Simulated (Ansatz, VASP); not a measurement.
This is a calculation of MnPt2 for VASP 6.6.1.

File INCAR:

```
ALGO = Normal
EDIFF = 1E-6
ENCUT = 520
GGA = CA
ISIF = 2
ISMEAR = -1
ISPIN = 2
LASPH = True
LCHARG = False
LMAXMIX = 4
LORBIT = 11
LREAL = False
LWAVE = False
MAGMOM = 0 0 4
NBANDS = 28
NELM = 150
PREC = Accurate
SIGMA = 0.05
```

Contents of KPOINTS:

```
k-points
0
Gamma
  11 11 4
```

The input POSCAR:

```
MnPt2
1.0
    2.8197726289      0.0000000000      0.0000000000
   -1.4098863145      2.4419947296      0.0000000000
    0.0000000000      0.0000000000      6.4442160962
Pt Mn
2 1
Direct
    0.6666666667      0.3333333333      0.3162060000
    0.3333333333      0.6666666667      0.6837940000
    0.0000000000      0.0000000000      0.0000000000
```

Potentials or basis: VASP PAW LDA potentials, release 64 (Pt, Mn_pv).

Command:

```bash
$ cat potpaw_LDA.64/Pt/POTCAR potpaw_LDA.64/Mn_pv/POTCAR > POTCAR
$ mpirun -np 1 vasp_std > vasp.out
```

**Question.** Translate it to Ansatz 0.2.0. Potentials there: all-electron LAPW, scalar-relativistic.

**Answer.** As run (the cutoff follows the program's own potentials):

File input.yaml:

```yaml
crystal:
  lattice:
    - [2.8197726289, 0.0, 0.0]
    - [-1.4098863145, 2.4419947296, 0.0]
    - [0.0, 0.0, 6.4442160962]
  atoms:
    - { symbol: Pt, position: [0.6666666667, 0.3333333333, 0.316206] }
    - { symbol: Pt, position: [0.3333333333, 0.6666666667, 0.683794] }
    - { symbol: Mn, position: [0.0, 0.0, 0.0], spin: 4.0 }
kpoints:
  mp_grid: { grid: [11, 11, 4] }
scf:
  occupations: { method: fermi_dirac, width: 0.05 }
hamiltonian:
  xc: lda
  pseudopotentials: { kind: all_electron, lapw: { basis_error: 0.002 } }
magnetization:
  spin_polarized: true
output:
  forces: true
  stress: true
  eigenvalues: true
```

Potentials or basis: all-electron LAPW, scalar-relativistic.

Launch:

```sh
$ ansatz run input.yaml --threads 4 --pin off --max-ram 12288MiB --backend cpu --events-out ev --progress --plain --runs-dir out
```

Both were run:

|  | VASP | Ansatz | Ansatz less VASP |
| --- | --- | --- | --- |
| gap on the k mesh at the Fermi level (eV) | none | none | - |
| pressure (GPa) | -10.1 | -9.6 | +0.51 |
| traceless stress, the component that is largest in VASP (GPa) | 3.37 | 3.11 | -0.252 |
| rms of the force components (eV/Å) | 0.015 | 0.007 | -0.0084 |
| net moment per atom (μB) | 1.30 | 1.34 | +0.044 |
| size of the moment on the site where the two differ most (μB) | 3.29 | 3.43 | +0.140 |

LDA's correlation is that of Perdew and Zunger in VASP and of Perdew and Wang (1992) in Ansatz. Site moments also hang on the region over which each program counts them. Atom by atom the forces differ by 0.008 eV/Å (rms over components). A gap of «none» marks a metal or a gap that the smearing closes. Ansatz ran all-electron here, and VASP with PAW potentials.

Spin-orbit coupling is off throughout.
